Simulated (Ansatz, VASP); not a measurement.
# Two plane-wave programs on PbSe

File INCAR:

```
SYSTEM = PbSe
PREC = Accurate
ENCUT = 520
EDIFF = 1E-6
ISMEAR = 0
SIGMA = 0.03
LREAL = .FALSE.
LASPH = .TRUE.
NELM = 80
ALGO = Normal
ISIF = 2
LWAVE = .FALSE.
LCHARG = .TRUE.
GGA = CA
LELF = .TRUE.
LVHAR = .TRUE.
NBANDS = 17
```

File KPOINTS:

```
Automatic mesh
0
G
  10 10 10
  0 0 0
```

Contents of POSCAR:

```
PbSe
1.0
    0.0000000000      3.0621500000      3.0621500000
    3.0621500000      0.0000000000      3.0621500000
    3.0621500000      3.0621500000      0.0000000000
Pb Se
1 1
Direct
    0.0000000000      0.0000000000      0.0000000000
    0.5816419836      0.5816419836      0.4183580164
```

Input for Ansatz:

```yaml
crystal:
  lattice:
    - [0.0, 3.06215, 3.06215]
    - [3.06215, 0.0, 3.06215]
    - [3.06215, 3.06215, 0.0]
  atoms:
    - { symbol: Pb, position: [0.0, 0.0, 0.0] }
    - { symbol: Se, position: [0.5816419836, 0.5816419836, 0.4183580164] }
basis:
  ecutwfc: 420
kpoints:
  mp_grid: { grid: [10, 10, 10] }
hamiltonian:
  xc: lda
scf:
  occupations: { method: gaussian, width: 0.03 }
output:
  forces: true
  stress: true
  eigenvalues: true
```

Change from the starting cell: all Se atoms moved -0.500 Å, as atom 2 towards its neighbour atom 1 (Pb) at 3.062 Å.

Alike in both runs: task single point; functional LDA; k mesh 10 × 10 × 10; occupations gaussian, width 0.03 eV; no spin polarisation.

|  | VASP | Ansatz |
| --- | --- | --- |
| version | VASP 6.6.1 | Ansatz 0.2.0 |
| potentials or method | VASP PAW LDA potentials, release 64 (Pb_d, Se), cutoff 520 eV | scalar-relativistic, plane waves, PAW |
| valence electrons in the cell | 20 | 30 |

|  | VASP | Ansatz | Ansatz less VASP |
| --- | --- | --- | --- |
| gap on the k mesh at the Fermi level (eV) | 1.23 | 1.24 | +0.002 |
| least direct gap on the mesh (eV) | 1.36 | 1.38 | +0.012 |
| pressure (GPa) | 2.2 | 2.0 | -0.15 |
| traceless stress, the component that is largest in VASP (GPa) | 7.82 | 7.71 | -0.108 |
| rms of the force components (eV/Å) | 0.950 | 0.931 | -0.0193 |

LDA's correlation is that of Perdew and Zunger in VASP and of Perdew and Wang (1992) in Ansatz. Atom by atom the forces differ by 0.019 eV/Å (rms over components). VASP's potentials hold 20 valence electrons a cell and Ansatz's 30, so a difference there can come from the potentials and not from the codes.

Spin-orbit coupling is off throughout.
